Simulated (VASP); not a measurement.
## CdSe: single point with PBEsol

The system is CdSe.

```
Cd Se
1.0
     4.30208    0.00000    0.00000
    -2.15104    3.72571    0.00000
     0.00000    0.00000    7.02178
Cd Se
2 2
Direct
  0.33333 0.66667 0.96286
  0.66667 0.33333 0.46286
  0.33333 0.66667 0.41314
  0.66667 0.33333 0.91314
```

This cell differs from its parent crystal: atoms moved along the polar distortion.

```json
{"Program": "VASP 6.6.1", "Task": "single point", "Functional": "PBEsol", "Potentials or basis": "VASP PAW PBE potentials, release 64 (Cd, Se)", "Cutoff": "520 eV", "k mesh": "15 × 15 × 8", "Occupations": "gaussian, width 0.01 eV", "Spin": "no spin polarisation", "Dipole correction": "no", "Further INCAR settings": "ALGO = Normal; EDIFF = 1e-06; NBANDS = 26"}
```

```json
{
  "Pressure": "3.1 GPa",
  "Largest force": "0.666 eV/Å",
  "Band gap on the k mesh": "0.83 eV"
}
```

Forces in eV/Å, atoms in the order of the input:
```
Cd   0.000  0.000  0.666
Cd   0.000  0.000  0.666
Se   0.000  0.000 -0.666
Se   0.000  0.000 -0.666
```

Stress tensor (GPa, compression positive):
```
 5.87  0.00  0.00
 0.00  5.87  0.00
 0.00  0.00 -2.57
```

Levels at points of the mesh, in eV from the valence-band top:
```
           k point  band 16  band 17  band 18  band 19  band 20  band 21
(0.00, 0.00, 0.00)    -0.04     0.00     0.00     0.83     1.50     5.88
(0.00, 0.00, 0.50)    -0.25    -0.25    -0.25     1.95     1.95     5.89
```

Run time: 5.6 min on 1 thread of Intel(R) Xeon(R) Platinum 8488C (Sapphire Rapids), on a shared host, peak memory 0.47 GiB.

Caveat: the cell differs from its parent crystal (atoms moved along the polar distortion); the stress differs along the axes, from -3 to 6 GPa; the PAW data sets were made with another functional, which shifts forces and pressure a little. A k mesh can miss the band edges.
